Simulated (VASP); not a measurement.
# B (Fm-3m) in VASP: further runs

Runs on B. Level: LDA. Tasks: single point.

Program: VASP 6.6.1. These are calculated values, not measurements. Logs are shortened: lines on timing, memory, paths and dates and some standing lists are left out, and cuts for length are marked.

## (1) The cell of the first run

Symmetry: Fm-3m, No. 225, cubic system. The conventional cell has a = 2.835 Å, b = 2.835 Å, c = 2.835 Å, α = 90.00°, β = 90.00°, γ = 90.00°. B (site symmetry m-3m) has 12 B at 2.00 Å within 2.7 Å.

## (2) Single point, LDA

INCAR

```
SYSTEM = B
PREC = Accurate
ENCUT = 520
EDIFF = 1E-7
ISMEAR = -1
SIGMA = 0.1
LREAL = .False.
LASPH = .True.
NELM = 60
ALGO = Normal
ISIF = 2
LWAVE = .False.
LCHARG = .True.
LELF = .True.
LVHAR = .True.
NBANDS = 8
```

KPOINTS

```
regular mesh
0
Gamma
  18 18 18
  0 0 0
```

POSCAR

```
B
1.0
    0.0000000000      1.4175125177      1.4175125177
    1.4175125177      0.0000000000      1.4175125177
    1.4175125177      1.4175125177      0.0000000000
B
1
Direct
    0.0000000000      0.0000000000      0.0000000000
```

Potentials or basis: VASP PAW LDA potentials, release 64 (B).

On the command line:

```sh
$ cat potpaw_LDA.64/B/POTCAR > POTCAR
$ mpirun -np 1 vasp_std > vasp.out
```

OUTCAR:

```text
SYSTEM = B
   PREC = Accurate
   ENCUT = 520
   EDIFF = 1E-7
   ISMEAR = -1
   LREAL = .False.
   LASPH = .True.
   NELM = 60
   ISIF = 2

 ion  position               nearest neighbor table
   1  0.000  0.000  0.000-

  LATTYP: Found a face centered cubic cell.
 ALAT       =     2.8350250354

  Lattice vectors:

 A1 = (   0.0000000000,   1.4175125177,   1.4175125177)
 A2 = (   1.4175125177,   0.0000000000,   1.4175125177)
 A3 = (   1.4175125177,   1.4175125177,   0.0000000000)

Analysis of symmetry for initial positions (statically):
=====================================================================
 Subroutine PRICEL returns:
 Original cell was already a primitive cell.

 Routine SETGRP: Setting up the symmetry group for a
 face centered cubic supercell.

 Subroutine GETGRP returns: Found 48 space group operations
 (whereof 48 operations were pure point group operations)
 out of a pool of 48 trial point group operations.

The static configuration has the point symmetry O_h .

Analysis of symmetry for dynamics (positions and initial velocities):
=====================================================================
 Subroutine PRICEL returns:
 Original cell was already a primitive cell.

 Routine SETGRP: Setting up the symmetry group for a
 face centered cubic supercell.

 Subroutine GETGRP returns: Found 48 space group operations
 (whereof 48 operations were pure point group operations)
 out of a pool of 48 trial point group operations.

The dynamic configuration has the point symmetry O_h .

 Subroutine INISYM returns: Found 48 space group operations
 (whereof 48 operations are pure point group operations),
 and found     1 'primitive' translations

----------------------------------------------------------------------------------------

                                     Primitive cell

  volume of cell :       5.6965

  direct lattice vectors                    reciprocal lattice vectors
     0.000000000  1.417512518  1.417512518    -0.352730571  0.352730571  0.352730571
     1.417512518  0.000000000  1.417512518     0.352730571 -0.352730571  0.352730571
     1.417512518  1.417512518  0.000000000     0.352730571  0.352730571 -0.352730571

  length of vectors
     2.004665427  2.004665427  2.004665427     0.610947271  0.610947271  0.610947271

  position of ions in fractional coordinates (direct lattice)
     0.000000000  0.000000000  0.000000000

  ion indices of the primitive-cell ions
[... 69 lines left out ...]
   LNONCOLLINEAR =      F non collinear calculations
   LSORBIT =      F    spin-orbit coupling
   LASPH  =      T    aspherical Exc in radial PAW
   ENCUT  =  520.0 eV  38.22 Ry    6.18 a.u.   3.73  3.73  3.73*2*pi/ulx,y,z
   NELM   =     60;   NELMIN=  2; NELMDL= -5     # of ELM steps
   EDIFF  = 0.1E-06   stopping-criterion for ELM
   LREAL  =      F    real-space projection
   EDIFFG = 0.1E-05   stopping-criterion for IOM
   NSW    =      0    number of steps for IOM
   IBRION =     -1    ionic relax: 0-MD 1-quasi-New 2-CG
   NFREE  =      0    steps in history (QN), initial steepest desc. (CG)
   ISIF   =      2    stress and relaxation
   ISYM   =      2    0-nonsym 1-usesym 2-fastsym
   POTIM  = 0.5000    time-step for ionic-motion
   TEBEG  =    0.0;   TEEND  =   0.0 temperature during run
   PSTRESS=    0.0 pullay stress
   NELECT =       3.0000    total number of electrons
   NUPDOWN=      -1.0000    fix difference up-down
   EMIN   =  10.00;   EMAX   =-10.00  energy-range for DOS
   EFERMI =   0.00;   METHOD = LEGACY
   ISMEAR =    -1;   SIGMA  =   0.10  broadening in eV -4-tet -1-fermi 0-gaus
   EFERMI_NEDOS =   21; number of points for ismear=-14 and -15
   IALGO  =     38    algorithm
   IMIX   =      4    mixing-type and parameters
     AMIX     =   0.40;   BMIX     =  1.00
     AMIX_MAG =   1.60;   BMIX_MAG =  1.00
  volume/ion in A,a.u.               =       5.70        38.44
  Fermi-wavevector in a.u.,A,eV,Ry     =   1.322041  2.498296 23.780169  1.747793
  Thomas-Fermi vector in A             =   2.451751
   LORBIT       =      0    0 simple, 1 ext, 2 COOP (PROOUT), +10 PAW based schemes
   GGA     = CA    functional components
   LHFCALC =     F    Hartree Fock is set to
   AEXX    =    0.0000 exact exchange contribution
   IVDW    =     0    specifies the selected vdW correction
   LEPSILON=     F    determine dielectric tensor
   LRPA    =     F    only Hartree local field effects (RPA)
 non-spin polarized calculation
  energy-cutoff  :      520.00
  volume of cell :        5.70
 maximum number of plane-waves:       169
   NGX =  7   NGY =  7   NGZ =  7

 number of electron       3.0000000 magnetization

 Free energy of the ion-electron system (eV)
  ---------------------------------------------------
  ext. energy  EPLUGINS =         0.00000000
  ---------------------------------------------------
  free energy    TOTEN  =        -6.12011013 eV

  energy without entropy =       -6.11278426  energy(sigma->0) =       -6.11644719

 E-fermi :  11.2037     XC(G=0): -13.1692

 val. band max:       11.1809077558   @ k =  -0.3889   0.5000   0.1111
 cond. band min:      11.2420986534   @ k =  -0.3333   0.5000   0.1667
 fundamental gap:      0.0611908976
 Fermi energy:        11.2037067417

 k-point     1 :       0.0000    0.0000    0.0000
  band No.  band energies     occupation
      1      -8.2487      2.00000
      2      27.3316      0.00000
      3      27.3316      0.00000
      4      27.3316      0.00000
      5      44.3884      0.00000
      6      44.3884      0.00000
      7      44.3884      0.00000
      8      48.2400      0.00000
[... 243 lines left out ...]
 k-point    24 :      -0.2222    0.0556    0.0000
  band No.  band energies     occupation
      1      -5.5868      2.00000
      2      17.7705      0.00000
      3      24.2717      0.00000
      4      26.2905      0.00000
      5      41.4009      0.00000
      6      44.1418      0.00000
      7      44.8122      0.00000
      8      50.0474      0.00000

 [... further k-points ...]
[... 5 lines left out ...]
  --------------------------------------------------------------------------------------
  -------------------------------------------------------------------------------------
  Total        0.0153386      0.0153386      0.0153386      0.0000000     -0.0000000      0.0000000
  in kB        4.3140574      4.3140574      4.3140574      0.0000000     -0.0000000      0.0000000
  external PRESSURE =       4.3140574 kB  Pullay stress =       0.0000000 kB

 VOLUME and BASIS-vectors are now :
 -----------------------------------------------------------------------------
  energy-cutoff  :      520.00
  volume of cell :        5.70
      direct lattice vectors                 reciprocal lattice vectors
     0.000000000  1.417512518  1.417512518    -0.352730571  0.352730571  0.352730571
     1.417512518  0.000000000  1.417512518     0.352730571 -0.352730571  0.352730571
     1.417512518  1.417512518  0.000000000     0.352730571  0.352730571 -0.352730571

 POSITION                                       TOTAL-FORCE (eV/Angst)
 -----------------------------------------------------------------------------------
      0.00000      0.00000      0.00000         0.000000      0.000000      0.000000
 -----------------------------------------------------------------------------------
    total drift:                               -0.000000     -0.000000     -0.000000

  FREE ENERGIE OF THE ION-ELECTRON SYSTEM (eV)
  ---------------------------------------------------
  free  energy   TOTEN  =        -6.1201101255 eV

  energy  without entropy=       -6.1127842615  energy(sigma->0) =       -6.11644719
```

OSZICAR:

```text
N       E                     dE             d eps       ncg     rms          rms(c)
DAV:   1    -0.407049358791E+01   -0.40705E+01   -0.15092E+03  3568   0.291E+02
DAV:   2    -0.612793036484E+01   -0.20574E+01   -0.19819E+01  4240   0.355E+01
DAV:   3    -0.612980186440E+01   -0.18715E-02   -0.18714E-02  3520   0.115E+00
DAV:   4    -0.612980191716E+01   -0.52757E-07   -0.52704E-07  4472   0.588E-03
DAV:   5    -0.612980191771E+01   -0.55009E-09   -0.18828E-11  3552   0.184E-05    0.136E+00
DAV:   6    -0.612338738646E+01    0.64145E-02   -0.39637E-04  3552   0.128E-01    0.815E-01
DAV:   7    -0.612011357463E+01    0.32738E-02   -0.74893E-04  3552   0.184E-01    0.250E-02
DAV:   8    -0.612011051907E+01    0.30556E-05   -0.26774E-06  3376   0.157E-02    0.864E-03
DAV:   9    -0.612011013367E+01    0.38541E-06   -0.15528E-07  3720   0.274E-03    0.919E-04
DAV:  10    -0.612011012549E+01    0.81807E-08   -0.14157E-09  1640   0.304E-04
   1 F= -.61201101E+01 E0= -.61164472E+01  d E =-.732586E-02
```

stdout:

```text
POSCAR found type information on POSCAR B
 POSCAR found :  1 types and       1 ions
 scaLAPACK will be used
 LDA part: xc-table for (Slater(with rela. corr.)+CA(PZ))
 , standard interpolation
 POSCAR, INCAR and KPOINTS ok, starting setup
 FFT: planning ... GRIDC
 FFT: planning ... GRID_SOFT
 FFT: planning ... GRID
 WAVECAR not read
 entering main loop
```

It took 2.2 s on 1 thread of Intel Xeon 6975P-C (Granite Rapids), shared host; peak memory 0.1 GiB.

What came out:

| Property | Result |
| --- | --- |
| Free energy | -6.1201 eV |
| Pressure | 0.4 GPa |

Levels at points of the mesh, in eV from the Fermi level:
| k point | band 1 | band 2 | band 3 | band 4 | band 5 |
| --- | --- | --- | --- | --- | --- |
| (0.00, 0.00, 0.00) | -19.45 | 16.13 | 16.13 | 16.13 | 33.18 |
| (0.50, 0.00, 0.00) | -10.32 | -5.55 | 13.14 | 13.14 | 29.87 |
| (0.50, 0.50, 0.00) | -7.46 | -0.09 | 6.09 | 6.09 | 16.35 |

## (3) Single point, LDA (volume scaled by 0.88)

INCAR

```
SYSTEM = B
PREC     = Accurate       ! precision mode
ENCUT    = 520            ! plane-wave cutoff, eV
EDIFF    = 1E-7           ! SCF threshold, eV
ISMEAR   = -1             ! smearing method
SIGMA    = 0.1            ! smearing width, eV
LREAL    = .False.        ! projectors in reciprocal space
LASPH    = .True.         ! aspherical terms in the spheres
NELM     = 60             ! most SCF steps
ALGO     = Normal         ! electronic algorithm
ISIF     = 2              ! what is computed and relaxed
LWAVE    = .False.        ! write WAVECAR
LCHARG   = .False.        ! write CHGCAR
NBANDS   = 8              ! bands
```

KPOINTS

```
Automatic mesh
0
Gamma
  21 21 21
  0 0 0
```

POSCAR

```
B
1.0
    0.0000000000      1.3583795250      1.3583795250
    1.3583795250      0.0000000000      1.3583795250
    1.3583795250      1.3583795250      0.0000000000
B
1
Direct
    0.0000000000      0.0000000000      0.0000000000
```

Potentials or basis: VASP PAW LDA potentials, release 64 (B).

On the command line:

```sh
$ cat potpaw_LDA.64/B/POTCAR > POTCAR
$ mpirun -np 1 vasp_std > vasp.out
```

Wall time 2.4 s (1 thread of Intel Xeon 6975P-C (Granite Rapids), shared host); peak memory 0.1 GiB.

The run converged. Its results:

```yaml
Free_energy: -6.0253 eV
Pressure: 47.7 GPa
```

Levels at points of the mesh, in eV from the Fermi level:
| k point | band 1 | band 2 | band 3 | band 4 | band 5 |
| --- | --- | --- | --- | --- | --- |
| (0.00, 0.00, 0.00) | -21.06 | 18.08 | 18.08 | 18.08 | 35.67 |
